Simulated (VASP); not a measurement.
Here is a VASP 6.6.1 calculation.

The input INCAR:

```
  PREC = Accurate
  ENCUT = 520
  EDIFF = 1E-6
  ISMEAR = 0
  SIGMA = 0.05
  LREAL = F
  LASPH = T
  NELM = 120
  ALGO = Normal
  ISIF = 2
  LWAVE = F
  LCHARG = T
  LDIPOL = T
  IDIPOL = 3
  DIPOL = 0.5 0.5 0.500
  GGA = PS
  LELF = T
  LVHAR = T
  LVACPOTAV = T
  NBANDS = 41
  GGA_COMPAT = F
  NELMDL = -8
```

Contents of KPOINTS:

```
regular mesh
0
Gamma
  11 6 1
```

File POSCAR:

```
C
1.0
    2.4588524064      0.0000000000      0.0000000000
    0.0000000000      4.2614788157      0.0000000000
    0.0000000000      0.0000000000     26.6816211282
C
14
Direct
    0.5000000000      0.3329292815      0.2810923656
    0.0000000000      0.4161283600      0.3041275240
    0.0000000000      0.5826151621      0.3502223840
    0.5000000000      0.6658142405      0.3732575424
    0.5000000000      0.8323010426      0.4193524024
    0.0000000000      0.9155001210      0.4423875608
    0.0000000000      0.0819869231      0.4884824208
    0.5000000000      0.1651860016      0.5115175792
    0.5000000000      0.3316728036      0.5576124392
    0.0000000000      0.4148718821      0.5806475976
    0.0000000000      0.5813586841      0.6267424576
    0.5000000000      0.6645577626      0.6497776160
    0.5000000000      0.8310445646      0.6958724760
    0.0000000000      0.9142436431      0.7189076344
```

Potentials or basis: VASP PAW PBE potentials, release 64 (C).

Command:

```sh
$ cat potpaw_PBE.64/C/POTCAR > POTCAR
$ mpirun -np 1 vasp_std > vasp.out
```

(1) What does it give for the largest force?

(2) Predict the band gap on the k mesh.

Results:

(1) 2.843 eV/Å.

(2) zero (bands 28 and 29 overlap by 0.21 eV).

Caveat: the PAW data sets were made with another functional, which shifts forces and pressure a little.
